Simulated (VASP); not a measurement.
CdS, 2 atoms in the cell. Symmetry: Cm, No. 8, monoclinic system. The conventional cell has a = 7.128 Å, b = 4.115 Å, c = 4.115 Å, α = 90.00°, β = 125.26°, γ = 90.00°. Cd (site symmetry m) has 4 S at 2.49 to 2.55 Å within 3.3 Å. S (site symmetry m) has 4 Cd at 2.49 to 2.55 Å within 3.3 Å.  This cell differs from its parent crystal: all S atoms moved +0.037 Å, as atom 2 towards its neighbour atom 2 (S) at 4.115 Å.

| Item | Value |
| --- | --- |
| Program | VASP 6.6.1 |
| Task | single point |
| Functional | PBE |
| Potentials or basis | VASP PAW PBE potentials, release 64 (Cd, S) |
| Cutoff | 520 eV |
| k mesh | 8 × 8 × 8 |
| Occupations | gaussian, width 0.05 eV |
| Spin | no spin polarisation |
| Dipole correction | no |
| Further INCAR settings | ALGO = Normal; EDIFF = 1e-07; NBANDS = 16 |

Potentials or basis: VASP PAW PBE potentials, release 64 (Cd, S).

Launch:

```sh
$ cat potpaw_PBE.64/Cd/POTCAR potpaw_PBE.64/S/POTCAR > POTCAR
$ mpirun -np 1 vasp_std > vasp.out
```

Hardware: 1 thread of Intel(R) Xeon(R) 6975P-C (Granite Rapids) (shared host).

Estimate the wall time of this run.

It took 40 s on 1 thread of Intel(R) Xeon(R) 6975P-C (Granite Rapids) (shared host), peak memory 0.25 GiB. Counts: scf iterations 15, k points 150.
